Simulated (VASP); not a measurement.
**MoS2: single point with LDA**

The system is MoS2.

```xyz
3
Lattice="3.2275 0.0000 0.0000 -1.6137 2.7951 0.0000 0.0000 0.0000 6.3125" Properties=species:S:1:pos:R:3 pbc="T T T"
Mo    0.0000    0.0000    3.1562
S     1.6137    0.9317    4.7008
S     0.0000    1.8634    1.6117
```

| Property | Result |
| --- | --- |
| Program | VASP 6.6.1 |
| Task | single point |
| Functional | LDA |
| Potentials or basis | VASP PAW LDA potentials, release 64 (Mo_sv, S) |
| Cutoff | 520 eV |
| k mesh | 9 × 9 × 4 |
| Occupations | fermi-dirac, width 0.05 eV |
| Spin | no spin polarisation |
| Dipole correction | no |
| Further INCAR settings | ALGO = Normal; EDIFF = 1e-06; NBANDS = 20 |

* Pressure: -5.9 GPa
* Largest force: 0.132 eV/Å
* Band gap on the k mesh: zero (bands 13 and 14 overlap by 0.97 eV)

Forces in eV/Å, atoms in the order of the input:
```
Mo   0.000  0.000  0.000
S    0.000  0.000 -0.132
S    0.000  0.000  0.132
```

Stress tensor (GPa, compression positive):
```
-6.97  0.00  0.00
 0.00 -6.97  0.00
 0.00  0.00 -3.68
```

Levels at points of the mesh, in eV from the Fermi level:
| k point | band 11 | band 12 | band 13 | band 14 | band 15 | band 16 |
| --- | --- | --- | --- | --- | --- | --- |
| (0.00, 0.00, 0.00) | -1.09 | -0.95 | -0.95 | -0.28 | -0.28 | 3.21 |
| (0.00, 0.00, 0.50) | -0.96 | -0.96 | -0.35 | -0.35 | -0.05 | 3.37 |

Wall time 49 s on 1 thread of Intel Xeon 8259CL, with other jobs on the host, peak memory 0.18 GiB.

Caveat: the cell stands under tension.
